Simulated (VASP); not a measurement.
# V (Pm-3m) in VASP: settings compared

Aim: see how the results for V move with the level of theory and the settings. Levels: PBEsol, PBEsol+U. Tasks: single point.

All numbers are computed with VASP 6.6.1; they aren't measurements. Logs are shortened: lines on timing, memory, paths and dates and some standing lists are left out, and cuts for length are marked.

## Step 1: The cell of the first run

The structure is cubic, space group Pm-3m (No. 221). The conventional cell has a = 2.312 Å, b = 2.312 Å, c = 2.312 Å, α = 90.00°, β = 90.00°, γ = 90.00°. V (site symmetry m-3m) has 6 V at 2.31 Å within 3.1 Å.

## Step 2: Single point, PBEsol (volume scaled by 0.88)

INCAR reads:

```
PREC     = Accurate       # precision mode
ENCUT    = 500            # plane-wave cutoff, eV
EDIFF    = 1E-6           # SCF threshold, eV
ISMEAR   = -1             # smearing method
SIGMA    = 0.1            # smearing width, eV
LREAL    = F              # projectors in reciprocal space
LASPH    = T              # aspherical terms in the spheres
NELM     = 120            # most SCF steps
ALGO     = Normal         # electronic algorithm
ISIF     = 2              # what is computed and relaxed
LWAVE    = F              # write WAVECAR
LCHARG   = T              # write CHGCAR
GGA      = PS             # functional
LELF     = T              # ELF
LVHAR    = T            
NBANDS   = 12             # bands
GGA_COMPAT= F
```

KPOINTS reads:

```
Automatic mesh
0
Gamma
  17 17 17
```

POSCAR reads:

```
V
1.0
    2.3124342211      0.0000000000      0.0000000000
    0.0000000000      2.3124342211      0.0000000000
    0.0000000000      0.0000000000      2.3124342211
V
1
Direct
    0.0000000000      0.0000000000      0.0000000000
```

Potentials or basis: VASP PAW PBE potentials, release 64 (V_sv).

The run is started by

```
$ cat potpaw_PBE.64/V_sv/POTCAR > POTCAR
$ mpirun -np 1 vasp_std > vasp.out
```

OUTCAR:

```text
PREC = Accurate
   ENCUT = 500
   EDIFF = 1E-6
   ISMEAR = -1
   LREAL = F
   LASPH = T
   NELM = 120
   ISIF = 2
   GGA = PS

 ion  position               nearest neighbor table
   1  0.000  0.000  0.000-

  LATTYP: Found a simple cubic cell.
 ALAT       =     2.3124342211

  Lattice vectors:

 A1 = (   2.3124342211,   0.0000000000,   0.0000000000)
 A2 = (   0.0000000000,   2.3124342211,   0.0000000000)
 A3 = (   0.0000000000,   0.0000000000,   2.3124342211)

Analysis of symmetry for initial positions (statically):
=====================================================================
 Subroutine PRICEL returns:
 Original cell was already a primitive cell.

 Routine SETGRP: Setting up the symmetry group for a
 simple cubic supercell.

 Subroutine GETGRP returns: Found 48 space group operations
 (whereof 48 operations were pure point group operations)
 out of a pool of 48 trial point group operations.

The static configuration has the point symmetry O_h .

Analysis of symmetry for dynamics (positions and initial velocities):
=====================================================================
 Subroutine PRICEL returns:
 Original cell was already a primitive cell.

 Routine SETGRP: Setting up the symmetry group for a
 simple cubic supercell.

 Subroutine GETGRP returns: Found 48 space group operations
 (whereof 48 operations were pure point group operations)
 out of a pool of 48 trial point group operations.

The dynamic configuration has the point symmetry O_h .

 Subroutine INISYM returns: Found 48 space group operations
 (whereof 48 operations are pure point group operations),
 and found     1 'primitive' translations

----------------------------------------------------------------------------------------

                                     Primitive cell

  volume of cell :      12.3654

  direct lattice vectors                    reciprocal lattice vectors
     2.312434221  0.000000000  0.000000000     0.432444733  0.000000000  0.000000000
     0.000000000  2.312434221  0.000000000     0.000000000  0.432444733  0.000000000
     0.000000000  0.000000000  2.312434221     0.000000000  0.000000000  0.432444733

  length of vectors
     2.312434221  2.312434221  2.312434221     0.432444733  0.432444733  0.432444733

  position of ions in fractional coordinates (direct lattice)
     0.000000000  0.000000000  0.000000000

  ion indices of the primitive-cell ions
   primitive index   ion index
                 1           1

----------------------------------------------------------------------------------------

 KPOINTS: Automatic mesh

Automatic generation of k-mesh.
 Grid dimensions read from file:
 generate k-points for:   17   17   17

 Generating k-lattice:

  Cartesian coordinates                     Fractional coordinates (reciprocal lattice)
     0.025437925  0.000000000  0.000000000     0.058823529  0.000000000  0.000000000
     0.000000000  0.025437925  0.000000000     0.000000000  0.058823529  0.000000000
     0.000000000  0.000000000  0.025437925     0.000000000  0.000000000  0.058823529

  Length of vectors
     0.025437925  0.025437925  0.025437925

  Shift w.r.t. Gamma in fractional coordinates (k-lattice)
     0.000000000  0.000000000  0.000000000

 Subroutine IBZKPT returns following result:
 ===========================================

 Found    165 irreducible k-points:

 Following reciprocal coordinates:
            Coordinates               Weight
  0.000000  0.000000  0.000000      1.000000
  0.058824  0.000000  0.000000      6.000000
  0.117647  0.000000  0.000000      6.000000
  0.176471  0.000000  0.000000      6.000000
  0.235294  0.000000  0.000000      6.000000
  0.294118  0.000000  0.000000      6.000000
[... 16 lines left out ...]
  0.411765  0.117647  0.000000     24.000000
  0.470588  0.117647  0.000000     24.000000
 [... further k-points ...]
   k-points           NKPTS =    165   k-points in BZ     NKDIM =    165   number of bands    NBANDS=     12
   number of dos      NEDOS =    301   number of ions     NIONS =      1
   total plane-waves  NPLWV =   5832
   dimension x,y,z NGX =    18 NGY =   18 NGZ =   18
   dimension x,y,z NGXF=    36 NGYF=   36 NGZF=   36
   ions per type =               1
   NGX,Y,Z   is equivalent  to a cutoff of  12.94, 12.94, 12.94 a.u.
   NGXF,Y,Z  is equivalent  to a cutoff of  25.88, 25.88, 25.88 a.u.
 SYSTEM =  unknown system
   PREC   = accura    normal or accurate (medium, high low for compatibility)
   ISTART =      0    job   : 0-new  1-cont  2-samecut
   ICHARG =      2    charge: 1-file 2-atom 10-const
   ISPIN  =      1    spin polarized calculation?
   LNONCOLLINEAR =      F non collinear calculations
   LSORBIT =      F    spin-orbit coupling
   LASPH  =      T    aspherical Exc in radial PAW
   ENCUT  =  500.0 eV  36.75 Ry    6.06 a.u.   4.22  4.22  4.22*2*pi/ulx,y,z
   NELM   =    120;   NELMIN=  2; NELMDL= -5     # of ELM steps
   EDIFF  = 0.1E-05   stopping-criterion for ELM
   LREAL  =      F    real-space projection
   EDIFFG = 0.1E-04   stopping-criterion for IOM
   NSW    =      0    number of steps for IOM
   IBRION =     -1    ionic relax: 0-MD 1-quasi-New 2-CG
   NFREE  =      0    steps in history (QN), initial steepest desc. (CG)
   ISIF   =      2    stress and relaxation
   ISYM   =      2    0-nonsym 1-usesym 2-fastsym
   POTIM  = 0.5000    time-step for ionic-motion
   TEBEG  =    0.0;   TEEND  =   0.0 temperature during run
   PSTRESS=    0.0 pullay stress
   NELECT =      13.0000    total number of electrons
   NUPDOWN=      -1.0000    fix difference up-down
   EMIN   =  10.00;   EMAX   =-10.00  energy-range for DOS
   EFERMI =   0.00;   METHOD = LEGACY
   ISMEAR =    -1;   SIGMA  =   0.10  broadening in eV -4-tet -1-fermi 0-gaus
   EFERMI_NEDOS =   21; number of points for ismear=-14 and -15
   IALGO  =     38    algorithm
   IMIX   =      4    mixing-type and parameters
     AMIX     =   0.40;   BMIX     =  1.00
     AMIX_MAG =   1.60;   BMIX_MAG =  1.00
  volume/ion in A,a.u.               =      12.37        83.45
  Fermi-wavevector in a.u.,A,eV,Ry     =   1.664638  3.145710 37.702027  2.771021
  Thomas-Fermi vector in A             =   2.751147
   LORBIT       =      0    0 simple, 1 ext, 2 COOP (PROOUT), +10 PAW based schemes
   GGA     = PS    functional components
   LHFCALC =     F    Hartree Fock is set to
   AEXX    =    0.0000 exact exchange contribution
   IVDW    =     0    specifies the selected vdW correction
   LEPSILON=     F    determine dielectric tensor
   LRPA    =     F    only Hartree local field effects (RPA)
 non-spin polarized calculation
  energy-cutoff  :      500.00
  volume of cell :       12.37
 maximum number of plane-waves:       321
 NGX is ok and might be reduce to    18
   NGX =  9   NGY =  9   NGZ =  9

 number of electron      12.9999996 magnetization

 Free energy of the ion-electron system (eV)
  ---------------------------------------------------
  ext. energy  EPLUGINS =         0.00000000
  ---------------------------------------------------
  free energy    TOTEN  =        -8.65957661 eV

  energy without entropy =       -8.62449698  energy(sigma->0) =       -8.64203679

 E-fermi :  10.8737     XC(G=0): -13.4187

 val. band max:       10.8716525696   @ k =   0.4118   0.4118   0.1765
 cond. band min:      10.9026212641   @ k =   0.4706   0.3529   0.1765
 fundamental gap:      0.0309686944
 Fermi energy:        10.8737099674

 k-point     1 :       0.0000    0.0000    0.0000
  band No.  band energies     occupation
      1     -52.7493      2.00000
      2     -25.7089      2.00000
      3     -25.7089      2.00000
      4     -25.7089      2.00000
      5       4.1227      2.00000
      6       8.1583      2.00000
      7       8.1583      2.00000
      8      15.1550      0.00000
      9      15.1550      0.00000
     10      15.1550      0.00000
     11      31.2866      0.00000
     12      31.2866      0.00000

 k-point     2 :       0.0588    0.0000    0.0000
  band No.  band energies     occupation
      1     -52.7392      2.00000
      2     -25.7712      2.00000
      3     -25.7036      2.00000
      4     -25.7036      2.00000
      5       4.2432      2.00000
      6       8.1880      2.00000
      7       8.2629      2.00000
      8      15.0502      0.00000
      9      15.0503      0.00000
     10      15.1628      0.00000
     11      30.3574      0.00000
     12      31.4761      0.00000

 k-point     3 :       0.1176    0.0000    0.0000
  band No.  band energies     occupation
      1     -52.7101      2.00000
      2     -25.9475      2.00000
      3     -25.6883      2.00000
      4     -25.6883      2.00000
      5       4.5902      2.00000
      6       8.2741      2.00000
      7       8.5682      2.00000
      8      14.7598      0.00000
      9      14.7598      0.00000
     10      15.1853      0.00000
     11      28.4795      0.00000
     12      32.0222      0.00000
[... 286 lines left out ...]
 k-point    23 :       0.4118    0.1176    0.0000
  band No.  band energies     occupation
      1     -52.4275      2.00000
      2     -27.2758      2.00000
      3     -25.7830      2.00000
      4     -25.5425      2.00000
      5       8.3108      2.00000
      6       9.3738      2.00000
      7      10.2529      1.99598
      8      12.8245      0.00000
      9      13.5366      0.00000
     10      15.0402      0.00000
     11      20.9956      0.00000
     12      31.2032      0.00000

 k-point    24 :       0.4706    0.1176    0.0000
  band No.  band energies     occupation
      1     -52.4065      2.00000
      2     -27.3828      2.00000
      3     -25.7711      2.00000
      4     -25.5319      2.00000
      5       8.8396      2.00000
      6       9.5259      2.00000
      7       9.8705      1.99991
      8      12.6818      0.00000
      9      13.7512      0.00000
     10      15.0595      0.00000
     11      20.4849      0.00000
     12      31.1441      0.00000

 [... further k-points ...]
[... 5 lines left out ...]
  --------------------------------------------------------------------------------------
  -------------------------------------------------------------------------------------
  Total        1.9598366      1.9598366      1.9598366      0.0000000      0.0000000     -0.0000000
  in kB      253.9348409    253.9348409    253.9348409      0.0000000      0.0000000     -0.0000000
  external PRESSURE =     253.9348409 kB  Pullay stress =       0.0000000 kB

 VOLUME and BASIS-vectors are now :
 -----------------------------------------------------------------------------
  energy-cutoff  :      500.00
  volume of cell :       12.37
      direct lattice vectors                 reciprocal lattice vectors
     2.312434221  0.000000000  0.000000000     0.432444733  0.000000000  0.000000000
     0.000000000  2.312434221  0.000000000     0.000000000  0.432444733  0.000000000
     0.000000000  0.000000000  2.312434221     0.000000000  0.000000000  0.432444733

 POSITION                                       TOTAL-FORCE (eV/Angst)
 -----------------------------------------------------------------------------------
      0.00000      0.00000      0.00000         0.000000      0.000000      0.000000
 -----------------------------------------------------------------------------------
    total drift:                                0.000000      0.000000      0.000000

  FREE ENERGIE OF THE ION-ELECTRON SYSTEM (eV)
  ---------------------------------------------------
  free  energy   TOTEN  =        -8.6595766060 eV

  energy  without entropy=       -8.6244969828  energy(sigma->0) =       -8.64203679
```

Wall time 25 s (1 thread of Intel Xeon 8259CL, shared host); peak memory 0.13 GiB.

Results:

* Free energy: -8.6596 eV
* Pressure: 25.4 GPa

Caveat: the cell differs from its parent crystal (volume scaled by 0.88); the PAW data sets were made with another functional, which shifts forces and pressure a little.

## Step 3: Single point, PBEsol (volume scaled by 0.88)

INCAR reads:

```
SYSTEM = V
  ALGO = Normal
  EDIFF = 1E-6
  ENCUT = 500
  GGA = PS
  GGA_COMPAT = .FALSE.
  ISIF = 2
  ISMEAR = -1
  LASPH = .TRUE.
  LCHARG = .FALSE.
  LREAL = .FALSE.
  LWAVE = .FALSE.
  NBANDS = 12
  NELM = 120
  PREC = Accurate
  SIGMA = 0.1
```

KPOINTS reads:

```
k-points
0
G
  17 17 17
  0 0 0
```

POSCAR is that of step 2.

Potentials or basis: VASP PAW PBE potentials, release 64 (V_sv).

The run is started by

```
$ cat potpaw_PBE.64/V_sv/POTCAR > POTCAR
$ mpirun -np 1 vasp_std > vasp.out
```

It took 26 s on 1 thread of Intel Xeon 8259CL, shared host; peak memory 0.13 GiB.

Results (log left out):

- Free energy: -8.6596 eV
- Pressure: 25.4 GPa

Levels at points of the mesh, in eV from the Fermi level:
| k point | band 4 | band 5 | band 6 | band 7 | band 8 | band 9 | band 10 | band 11 |
| --- | --- | --- | --- | --- | --- | --- | --- | --- |
| (0.00, 0.00, 0.00) | -36.58 | -6.75 | -2.72 | -2.72 | 4.28 | 4.28 | 4.28 | 20.41 |

Caveat: the cell differs from its parent crystal (volume scaled by 0.88); the PAW data sets were made with another functional, which shifts forces and pressure a little.

## Step 4: Single point, PBEsol+U

This run uses another cell than the first one, of 14.05 Å³/atom, 1.136 times its volume.

INCAR reads:

```
PREC = Accurate ; ENCUT = 500
EDIFF = 1E-6 ; ISMEAR = -1
SIGMA = 0.1 ; LREAL = False
LASPH = True ; NELM = 200
ALGO = Normal ; ISIF = 2
LWAVE = False ; LCHARG = False
LMAXMIX = 4 ; LDAU = True
LDAUTYPE = 2 ; LDAUL = 2
LDAUU = 3 ; LDAUJ = 0
LDAUPRINT = 1 ; GGA = PS
NBANDS = 12 ; GGA_COMPAT = False
```

KPOINTS reads:

```
Automatic mesh
0
Gamma
  17 17 17
```

POSCAR reads:

```
V
1.0
    2.4130991335      0.0000000000      0.0000000000
    0.0000000000      2.4130991335      0.0000000000
    0.0000000000      0.0000000000      2.4130991335
V
1
Direct
    0.0000000000      0.0000000000      0.0000000000
```

The run is started by

```
$ cat potpaw_PBE.64/V_sv/POTCAR > POTCAR
$ mpirun -np 1 vasp_std > vasp.out
```

Wall time 28 s (1 thread of Intel Xeon 8259CL, shared host); peak memory 0.13 GiB.

The run converged. Its results:

| Property | Result |
| --- | --- |
| Free energy | -5.6856 eV |
| Pressure | 9.3 GPa |

Levels at points of the mesh, in eV from the Fermi level:
```tsv
k point	band 5	band 6	band 7	band 8	band 9	band 10
(0.00, 0.00, 0.00)	-6.74	-2.59	-2.59	4.13	4.13	4.13
```

Eigenvalues of the final occupation matrices:
| site | spin | trace | eigenvalues |
| --- | --- | --- | --- |
| site 1 d | 1 | 1.62 | 0.21 0.21 0.21 0.49 0.49 |
| site 1 d | 2 | 1.62 | 0.21 0.21 0.21 0.49 0.49 |

Caveat: the PAW data sets were made with another functional, which shifts forces and pressure a little; U without spin polarisation on a metal has little footing; the U is typed as a test and isn't derived for this compound.
